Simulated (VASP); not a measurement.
# CaO (Fm-3m) in VASP: G0W0 quasiparticle levels with PBE

Aim: the G0W0 quasiparticle levels of CaO with PBE.

Program: VASP 6.6.1. These are calculated values, not measurements. Logs are shortened: lines on timing, memory, paths and dates and some standing lists are left out, and cuts for length are marked.

## 1. The cell of the first run

The structure is cubic, space group Fm-3m (No. 225). The conventional cell has a = 4.795 Å, b = 4.795 Å, c = 4.795 Å, α = 90.00°, β = 90.00°, γ = 90.00°. Ca (site symmetry m-3m) has 6 O at 2.40 Å within 3.2 Å. O (site symmetry m-3m) has 6 Ca at 2.40 Å within 3.2 Å.

## 2. G0W0 quasiparticle levels, PBE

The input, POSCAR:

```
CaO
1.0
    0.0000000000      2.3975501265      2.3975501265
    2.3975501265      0.0000000000      2.3975501265
    2.3975501265      2.3975501265      0.0000000000
Ca O
1 1
Direct
    0.0000000000      0.0000000000      0.0000000000
    0.5000000000      0.5000000000      0.5000000000
```

The input, INCAR.step1:

```
  PREC = Accurate
  ENCUT = 500
  EDIFF = 1E-8
  ISMEAR = 0
  SIGMA = 0.01
  LREAL = F
  LASPH = T
  NELM = 60
  ALGO = Normal
  LWAVE = T
  LCHARG = F
  GGA = PE
```

The input, INCAR.step2:

```
  PREC = Accurate
  ENCUT = 500
  EDIFF = 1E-8
  ISMEAR = 0
  SIGMA = 0.01
  LREAL = F
  LASPH = T
  NELM = 1
  ALGO = Exact
  LWAVE = T
  LCHARG = F
  GGA = PE
  NBANDS = 122
  LOPTICS = T
  ISTART = 1
```

The input, INCAR.step3:

```
  PREC = Accurate
  ENCUT = 500
  EDIFF = 1E-8
  ISMEAR = 0
  SIGMA = 0.01
  LREAL = F
  LASPH = T
  ALGO = EVGW0
  LWAVE = F
  LCHARG = F
  GGA = PE
  NELMGW = 1
  NBANDS = 122
  ENCUTGW = 150.0
  NOMEGA = 96
  PRECFOCK = Fast
  ISTART = 1
  NBANDSGW = 16
  OMEGAMAX = 20
```

The input, KPOINTS:

```
Automatic mesh
0
Gamma
  6 6 6
```

Potentials or basis: VASP PAW PBE potentials, release 64 (Ca_sv_GW, O_GW).

Run with:

```bash
$ cat potpaw_PBE.64/Ca_sv_GW/POTCAR potpaw_PBE.64/O_GW/POTCAR > POTCAR
$ cp INCAR.step1 INCAR
$ mpirun -np 1 vasp_std > vasp.out
$ cp INCAR.step2 INCAR
$ mpirun -np 1 vasp_std > vasp.out
$ cp INCAR.step3 INCAR
$ mpirun -np 1 vasp_std > vasp.out
```

OUTCAR:

```text
PREC = Accurate
   ENCUT = 500
   EDIFF = 1E-8
   ISMEAR = 0
   LREAL = F
   LASPH = T
   GGA = PE
   NELMGW = 1
   ENCUTGW = 150.0
   PRECFOCK = Fast
   ISTART = 1

 ion  position               nearest neighbor table
   1  0.000  0.000  0.000-   2 2.40   2 2.40   2 2.40   2 2.40   2 2.40   2 2.40
   2  0.500  0.500  0.500-   1 2.40   1 2.40   1 2.40   1 2.40   1 2.40   1 2.40

  LATTYP: Found a face centered cubic cell.
 ALAT       =     4.7951002530

  Lattice vectors:

 A1 = (   0.0000000000,   2.3975501265,   2.3975501265)
 A2 = (   2.3975501265,   0.0000000000,   2.3975501265)
 A3 = (   2.3975501265,   2.3975501265,   0.0000000000)

Analysis of symmetry for initial positions (statically):
=====================================================================
 Subroutine PRICEL returns:
 Original cell was already a primitive cell.

 Routine SETGRP: Setting up the symmetry group for a
 face centered cubic supercell.

 Subroutine GETGRP returns: Found 48 space group operations
 (whereof 48 operations were pure point group operations)
 out of a pool of 48 trial point group operations.

The static configuration has the point symmetry O_h .

Analysis of symmetry for dynamics (positions and initial velocities):
=====================================================================
 Subroutine PRICEL returns:
 Original cell was already a primitive cell.

 Routine SETGRP: Setting up the symmetry group for a
 face centered cubic supercell.

 Subroutine GETGRP returns: Found 48 space group operations
 (whereof 48 operations were pure point group operations)
 out of a pool of 48 trial point group operations.

The dynamic configuration has the point symmetry O_h .

 Subroutine INISYM returns: Found 48 space group operations
 (whereof 48 operations are pure point group operations),
 and found     1 'primitive' translations

----------------------------------------------------------------------------------------

                                     Primitive cell

  volume of cell :      27.5634

  direct lattice vectors                    reciprocal lattice vectors
     0.000000000  2.397550127  2.397550127    -0.208546213  0.208546213  0.208546213
     2.397550127  0.000000000  2.397550127     0.208546213 -0.208546213  0.208546213
     2.397550127  2.397550127  0.000000000     0.208546213  0.208546213 -0.208546213

  length of vectors
     3.390647905  3.390647905  3.390647905     0.361212637  0.361212637  0.361212637

  position of ions in fractional coordinates (direct lattice)
     0.000000000  0.000000000  0.000000000
     0.500000000  0.500000000  0.500000000

  ion indices of the primitive-cell ions
   primitive index   ion index
                 1           1
                 2           2

----------------------------------------------------------------------------------------

 KPOINTS: Automatic mesh

Automatic generation of k-mesh.
 Grid dimensions read from file:
 generate k-points for:    6    6    6

 Generating k-lattice:

  Cartesian coordinates                     Fractional coordinates (reciprocal lattice)
    -0.034757702  0.034757702  0.034757702     0.166666667  0.000000000  0.000000000
     0.034757702 -0.034757702  0.034757702     0.000000000  0.166666667  0.000000000
     0.034757702  0.034757702 -0.034757702     0.000000000  0.000000000  0.166666667

  Length of vectors
     0.060202106  0.060202106  0.060202106

  Shift w.r.t. Gamma in fractional coordinates (k-lattice)
     0.000000000  0.000000000  0.000000000

 Subroutine IBZKPT returns following result:
 ===========================================

 Found     16 irreducible k-points:

 Following reciprocal coordinates:
            Coordinates               Weight
  0.000000  0.000000  0.000000      1.000000
  0.166667  0.000000  0.000000      8.000000
  0.333333  0.000000  0.000000      8.000000
  0.500000  0.000000  0.000000      4.000000
  0.166667  0.166667  0.000000      6.000000
  0.333333  0.166667  0.000000     24.000000
[... 8 lines left out ...]
 -0.333333  0.333333  0.166667     24.000000
 -0.333333  0.500000  0.166667     12.000000
   k-points           NKPTS =     16   k-points in BZ     NKDIM =    216   number of bands    NBANDS=    122
   number of dos      NEDOS =    301   number of ions     NIONS =      2
   total plane-waves  NPLWV =  21952
   dimension x,y,z NGX =    28 NGY =   28 NGZ =   28
   dimension x,y,z NGXF=    56 NGYF=   56 NGZF=   56
   ions per type =               1   1
   NGX,Y,Z   is equivalent  to a cutoff of  13.73, 13.73, 13.73 a.u.
   NGXF,Y,Z  is equivalent  to a cutoff of  27.46, 27.46, 27.46 a.u.
 SYSTEM =  unknown system
   PREC   = accura    normal or accurate (medium, high low for compatibility)
   ISTART =      1    job   : 0-new  1-cont  2-samecut
   ICHARG =      0    charge: 1-file 2-atom 10-const
   ISPIN  =      1    spin polarized calculation?
   LNONCOLLINEAR =      F non collinear calculations
   LSORBIT =      F    spin-orbit coupling
   LASPH  =      T    aspherical Exc in radial PAW
   ENCUT  =  500.0 eV  36.75 Ry    6.06 a.u.   6.18  6.18  6.18*2*pi/ulx,y,z
   NELM   =     60;   NELMIN=  2; NELMDL=  0     # of ELM steps
   EDIFF  = 0.1E-07   stopping-criterion for ELM
   LREAL  =      F    real-space projection
   EDIFFG = 0.1E-06   stopping-criterion for IOM
   NSW    =      0    number of steps for IOM
   IBRION =     -1    ionic relax: 0-MD 1-quasi-New 2-CG
   NFREE  =      0    steps in history (QN), initial steepest desc. (CG)
   ISIF   =      0    stress and relaxation
   ISYM   =      3    0-nonsym 1-usesym 2-fastsym
   POTIM  = 0.5000    time-step for ionic-motion
   TEBEG  =    0.0;   TEEND  =   0.0 temperature during run
   PSTRESS=    0.0 pullay stress
   NELECT =      16.0000    total number of electrons
   NUPDOWN=      -1.0000    fix difference up-down
   EMIN   =  10.00;   EMAX   =-10.00  energy-range for DOS
   EFERMI =   0.00;   METHOD = LEGACY
   ISMEAR =     0;   SIGMA  =   0.01  broadening in eV -4-tet -1-fermi 0-gaus
   EFERMI_NEDOS =   21; number of points for ismear=-14 and -15
   IALGO  =     38    algorithm
   IMIX   =      4    mixing-type and parameters
     AMIX     =   0.40;   BMIX     =  1.00
     AMIX_MAG =   1.60;   BMIX_MAG =  1.00
  volume/ion in A,a.u.               =      13.78        93.00
  Fermi-wavevector in a.u.,A,eV,Ry     =   1.365643  2.580691 25.374598  1.864980
  Thomas-Fermi vector in A             =   2.491853
   LORBIT       =      0    0 simple, 1 ext, 2 COOP (PROOUT), +10 PAW based schemes
   GGA     = PE    functional components
   LHFCALC =     T    Hartree Fock is set to
   PRECFOCK=fast      Normal, Fast or Accurate (Low or Medium for compatibility)
   ENCUT4O =  -1.0   cutoff for four orbital integrals eV
   NKREDX  =     1    reduce k-point grid by
   NKREDY  =     1    reduce k-point grid by
   NKREDZ  =     1    reduce k-point grid by
   AEXX    =    1.0000 exact exchange contribution
   HFSCREEN=    0.0000 screening length (either q_TF or 0.3 A-1)
   HFSCREENC=   0.0000 screening length for correlation (either q_TF or 0.3 A-1)
   ENCUTFOCK=  -1.0 apply spherical cutoff to Coloumb kernel
   IVDW    =     0    specifies the selected vdW correction
   LEPSILON=     F    determine dielectric tensor
   LRPA    =     F    only Hartree local field effects (RPA)
   LRPAFORCE           =     F    calculate RPA forces
   ENCUTGW             = 150.0    cutoff for response function in eV
   ENCUTGWSOFT         = 120.0    soft cutoff for Coulomb kernel in GW response function in eV
   ENCUTLF             =  -1.0    cutoff for local field effects
   NELMGW              =     1    number of iterations in solving QP/BSE equation
   NELMHF              =     1    number of iterations in the inner HF iteration
   NKREDLFX            =     1    NKREDLFY  =   1   NKREDLFZ  =   1
 non-spin polarized calculation
 Gauss-broadening in eV      SIGMA  =   0.01
  energy-cutoff  :      500.00
  volume of cell :       27.56
 maximum number of plane-waves:       725
 NGX is ok and might be reduce to    28
  NGX = 14; NGY = 14; NGZ = 14
   NGX = 13   NGY = 13   NGZ = 13
 maximum number of plane-waves:       125

 QP shifts <psi_nk| G(iteration)W_0 |psi_nk>: iteration 1
 for sc-GW calculations column KS-energies equals QP-energies in previous step
 and V_xc(KS)=  KS-energies - (<T + V_ion + V_H > + <T+V_H+V_ion>^1  + <V_x>^1)

 k-point   1 :       0.0000    0.0000    0.0000
  band No.  KS-energies  QP-energies   sigma(KS)   V_xc(KS)     V^pw_x(r,r')   Z            occupation Imag(sigma)

      1     -32.9287     -34.4582     -23.0677     -20.6284     -34.4129       0.6270       2.0000       0.6063
      2     -13.6892     -16.0302     -23.2283     -20.1615     -28.1129       0.7634       2.0000       0.1686
      3     -13.6892     -16.0302     -23.2283     -20.1615     -28.1129       0.7634       2.0000       0.1686
      4     -13.6892     -16.0302     -23.2283     -20.1615     -28.1129       0.7634       2.0000       0.1686
      5     -10.8624     -12.5269     -21.9104     -19.2165     -30.6886       0.6179       2.0000       0.5712
      6       4.6731       3.7606     -20.3814     -19.1694     -24.4463       0.7529       2.0000       0.0574
[... 8 lines left out ...]
     15      19.7356      19.9145      -6.6032      -6.8039      -1.4470       0.8910       0.0000      -0.7199
     16      27.1978      29.6661     -10.9572     -14.3208      -5.1474       0.7338       0.0000      -0.7762

 k-point   2 :       0.1667    0.0000    0.0000
  band No.  KS-energies  QP-energies   sigma(KS)   V_xc(KS)     V^pw_x(r,r')   Z            occupation Imag(sigma)

      1     -32.9024     -34.4347     -23.0880     -20.6562     -34.4338       0.6301       2.0000       0.6061
      2     -14.0445     -16.2330     -22.6919     -19.7001     -28.0890       0.7315       2.0000       0.2174
      3     -13.7027     -16.0356     -23.2098     -20.1442     -28.0933       0.7610       2.0000       0.1618
      4     -13.7027     -16.0356     -23.2098     -20.1442     -28.0933       0.7610       2.0000       0.1618
      5     -10.4912     -12.2483     -22.4653     -19.7203     -30.7448       0.6401       2.0000       0.5374
      6       3.8170       2.7788     -18.9047     -17.5172     -22.7907       0.7483       2.0000       0.0581
[... 8 lines left out ...]
     15      20.6110      21.4734      -8.2822      -9.3114      -2.8132       0.8379       0.0000      -0.7106
     16      25.7725      27.4824      -9.7577     -11.6841      -4.1345       0.8876       0.0000      -0.8492

 k-point   3 :       0.3333    0.0000    0.0000
  band No.  KS-energies  QP-energies   sigma(KS)   V_xc(KS)     V^pw_x(r,r')   Z            occupation Imag(sigma)

      1     -32.8496     -34.3800     -23.1285     -20.7132     -34.4769       0.6337       2.0000       0.6043
      2     -14.5985     -16.6434     -22.0372     -19.1427     -27.9702       0.7065       2.0000       0.2750
      3     -13.7297     -16.0475     -23.1742     -20.1108     -28.0556       0.7566       2.0000       0.1481
      4     -13.7297     -16.0475     -23.1742     -20.1108     -28.0556       0.7566       2.0000       0.1481
      5      -9.9022     -11.7406     -23.1641     -20.3784     -30.9422       0.6599       2.0000       0.4887
      6       2.5578       1.3574     -17.5191     -15.8989     -21.4940       0.7409       2.0000       0.0774
[... 234 lines left out ...]
      1     -32.7986     -34.3337     -23.1686     -20.7684     -34.5193       0.6396       2.0000       0.6186
      2     -14.4449     -16.5890     -22.2732     -19.2919     -27.8915       0.7192       2.0000       0.2548
      3     -14.0242     -16.3772     -22.8587     -19.7407     -27.8044       0.7546       2.0000       0.2069
      4     -13.8864     -16.2039     -22.9957     -19.9181     -27.9595       0.7530       2.0000       0.1764
      5     -10.0816     -11.8117     -22.9612     -20.2055     -30.9974       0.6278       2.0000       0.4537
      6       2.9503       1.7855     -18.1913     -16.6209     -22.2219       0.7417       2.0000       0.0715
[... 8 lines left out ...]
     15      18.5298      19.8864     -12.0004     -13.7406      -6.5110       0.7796       0.0000      -0.2932
     16      19.8912      21.1870     -11.0745     -12.7228      -5.4879       0.7861       0.0000      -0.4148

 k-point  16 :      -0.3333    0.5000    0.1667
  band No.  KS-energies  QP-energies   sigma(KS)   V_xc(KS)     V^pw_x(r,r')   Z            occupation Imag(sigma)

      1     -32.7908     -34.3268     -23.1753     -20.7769     -34.5260       0.6404       2.0000       0.6258
      2     -14.2094     -16.5839     -22.6629     -19.5101     -27.6485       0.7531       2.0000       0.2377
      3     -14.0805     -16.2828     -22.7002     -19.6953     -28.0437       0.7329       2.0000       0.2056
      4     -14.0183     -16.3769     -22.8782     -19.7583     -27.8249       0.7560       2.0000       0.2120
      5     -10.3280     -12.0123     -22.6503     -19.9407     -30.9828       0.6216       2.0000       0.4628
      6       3.4561       2.3004     -18.9288     -17.3818     -22.9565       0.7471       2.0000       0.0627
[... 8 lines left out ...]
     15      18.4902      19.4800     -10.6762     -11.9095      -5.5364       0.8025       0.0000      -0.2129
     16      20.2414      21.8053     -11.9776     -14.0096      -6.0289       0.7697       0.0000      -0.5409
```

Run time: 3.7 min. Hardware: 1 thread of Intel Xeon 6975P-C (Granite Rapids), shared host; peak memory 0.6 GiB.

Results:

| Item | Value |
| --- | --- |
| Quasiparticle gap | 5.84 eV |
| Least direct quasiparticle gap | 6.30 eV |
| Band gap of the starting levels on the mesh | 3.66 eV |
| Least direct gap of the starting levels on the mesh | 4.03 eV |

Caveat: the k points lie up to 0.38 Å⁻¹ apart; bands, screening cutoff and mesh are small and nothing is extrapolated, so the quasiparticle values aren't converged.
